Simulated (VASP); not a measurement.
A run of VASP 6.6.1 is set up as follows.

INCAR

```
SYSTEM = TaO
PREC     = Accurate       ! precision mode
ENCUT    = 600            ! plane-wave cutoff, eV
EDIFF    = 1E-6           ! SCF threshold, eV
ISMEAR   = 0              ! smearing method
SIGMA    = 0.1            ! smearing width, eV
LREAL    = .FALSE.        ! projectors in reciprocal space
LASPH    = .TRUE.         ! aspherical terms in the spheres
NELM     = 120            ! most SCF steps
ALGO     = Normal         ! electronic algorithm
ISIF     = 2              ! what is computed and relaxed
LWAVE    = .FALSE.        ! write WAVECAR
LCHARG   = .TRUE.         ! write CHGCAR
GGA      = PE             ! functional
LELF     = .TRUE.         ! ELF
LVHAR    = .TRUE.       
NBANDS   = 16             ! bands
GGA_COMPAT= .FALSE.
```

KPOINTS

```
regular mesh
0
G
  21 21 14
  0 0 0
```

File POSCAR:

```
TaO
1.0
    3.0661134349      0.0000000000      0.0000000000
   -1.5330567174      2.6553321255      0.0000000000
    0.0000000000      0.0000000000      3.8550224147
Ta O
1 1
Direct
    0.0000000000      0.0000000000      0.5000000000
    0.0000000000      0.0000000000      0.0000000000
```

Potentials or basis: VASP PAW PBE potentials, release 64 (Ta_sv_GW, O).

Command:

```bash
$ cat potpaw_PBE.64/Ta_sv_GW/POTCAR potpaw_PBE.64/O/POTCAR > POTCAR
$ mpirun -np 1 vasp_std > vasp.out
```

Predict the pressure.

-0.1 GPa.

Stress tensor (GPa, compression positive):
```
-0.40  0.00  0.00
 0.00 -0.40  0.00
 0.00  0.00  0.39
```

Caveat: an odd number of electrons without spin polarisation forces a metal; a magnetic or distorted state may lie lower.
